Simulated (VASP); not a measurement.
Input of a VASP 6.6.1 run:

The input INCAR:

```
SYSTEM = W
  PREC = Accurate
  ENCUT = 520
  EDIFF = 1E-6
  ISMEAR = 0
  SIGMA = 0.15
  LREAL = .FALSE.
  LASPH = .TRUE.
  NELM = 100
  ALGO = Normal
  ISIF = 2
  LWAVE = .FALSE.
  LCHARG = .TRUE.
  GGA = PS
  LELF = .TRUE.
  LVHAR = .TRUE.
  NBANDS = 13
```

File KPOINTS:

```
Automatic mesh
0
G
  20 20 20
  0 0 0
```

POSCAR

```
W
1.0
    0.0000000000      2.0300000000      1.9995500000
    2.0300000000      0.0000000000      1.9995500000
    2.0300000000      2.0300000000      0.0000000000
W
1
Direct
    0.0000000000      0.0000000000      0.0000000000
```

Potentials or basis: VASP PAW PBE potentials, release 64 (W_sv).

Launch:

```bash
$ cat potpaw_PBE.64/W_sv/POTCAR > POTCAR
$ mpirun -np 1 vasp_std > vasp.out
```

Task: What does it give for the band gap on the k mesh?

Result: Zero (band 7 reaches 13.50 eV, above the bottom of band 8 at 9.73 eV).

Task: Estimate the pressure.

Result: -8.2 GPa.

Stress tensor (GPa, compression positive):
```
 -6.42   0.00   0.00
  0.00  -6.42   0.00
  0.00   0.00 -11.77
```

Caveat: the cell differs from its parent crystal (strain +0.000 along x and y, -0.015 along z); the PAW data sets were made with another functional, which shifts forces and pressure a little; spin-orbit coupling is left out, which moves the levels of the heavy elements.
